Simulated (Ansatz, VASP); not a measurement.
# One calculation of AlCo, two programs

```
CELL_PARAMETERS angstrom
2.81940 0.00000 0.00000
0.00000 2.81940 0.00000
0.00000 0.00000 2.81940
ATOMIC_POSITIONS crystal
Al 0.00000 0.00000 0.00000
Co 0.50000 0.50000 0.50000
```

Alike in both runs: task single point; functional PBEsol; k mesh 6 × 6 × 6; occupations gaussian, width 0.1 eV; no spin polarisation.

|  | VASP | Ansatz |
| --- | --- | --- |
| version | VASP 6.6.1 | Ansatz 0.2.0 |
| potentials or method | VASP PAW PBE potentials, release 64 (Al, Co), cutoff 520 eV | scalar-relativistic, plane waves, PAW |
| valence electrons in the cell | 12 | 20 |

|  | VASP | Ansatz | Ansatz less VASP |
| --- | --- | --- | --- |
| gap on the k mesh at the Fermi level (eV) | none | none | - |
| pressure (GPa) | 1.0 | 1.0 | -0.04 |

VASP's potentials were made for PBE, not for PBEsol. A gap of «none» marks a metal or a gap that the smearing closes. VASP's potentials hold 12 valence electrons a cell and Ansatz's 20, so a difference there can come from the potentials and not from the codes.

The k mesh is coarse, so the values compare programs but aren't converged.
